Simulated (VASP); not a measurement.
SnSe:

```
Sn Se
1.0
     5.13511    0.00000    0.00000
    -2.56755    4.44713    0.00000
     0.00000    0.00000    6.00866
Sn Se
2 2
Direct
  0.33333 0.66667 0.93812
  0.66667 0.33333 0.43812
  0.33333 0.66667 0.43688
  0.66667 0.33333 0.93688
```

```yaml
Program: VASP 6.6.1
Task: relaxation of cell and atoms
Functional: PBE
Potentials_or_basis: VASP PAW PBE potentials, release 64 (Sn_d, Se)
Cutoff: 600 eV
k_mesh: 5 × 5 × 4
Occupations: fermi-dirac, width 0.01 eV
Spin: no spin polarisation
```

At the start: pressure 0.3 GPa; volume 34.30 Å³/atom.

**Question.** Where does the relaxation end?

**Answer.** Over 4 steps the energy falls by 4.6 meV/atom and the volume is 34.49 Å³/atom (+0.5 %); space group P6_3/mmc (No. 194, to 0.1 Å) before and after.

The path:
```
step  energy change (eV)  largest force (eV/Å)  pressure (GPa)  volume (Å³)
   1              0.0000                0.0013            0.32       137.22
   2             -0.0183                0.0036           -0.14       138.55
   3             -0.0183                0.0037           -0.14       138.55
   4             -0.0185                0.0035            0.01       137.95
```

Final structure:
```cif
data_structure
_symmetry_space_group_name_H-M 'P 1'
_symmetry_Int_Tables_number 1
_cell_length_a 5.0993
_cell_length_b 5.0993
_cell_length_c 6.1262
_cell_angle_alpha 90.000
_cell_angle_beta 90.000
_cell_angle_gamma 120.000
_cell_volume 137.95
loop_
_atom_site_label
_atom_site_type_symbol
_atom_site_fract_x
_atom_site_fract_y
_atom_site_fract_z
_atom_site_occupancy
Sn1 Sn 0.33333 0.66667 0.93816 1
Sn2 Sn 0.66667 0.33333 0.43816 1
Se1 Se 0.33333 0.66667 0.43684 1
Se2 Se 0.66667 0.33333 0.93684 1
```
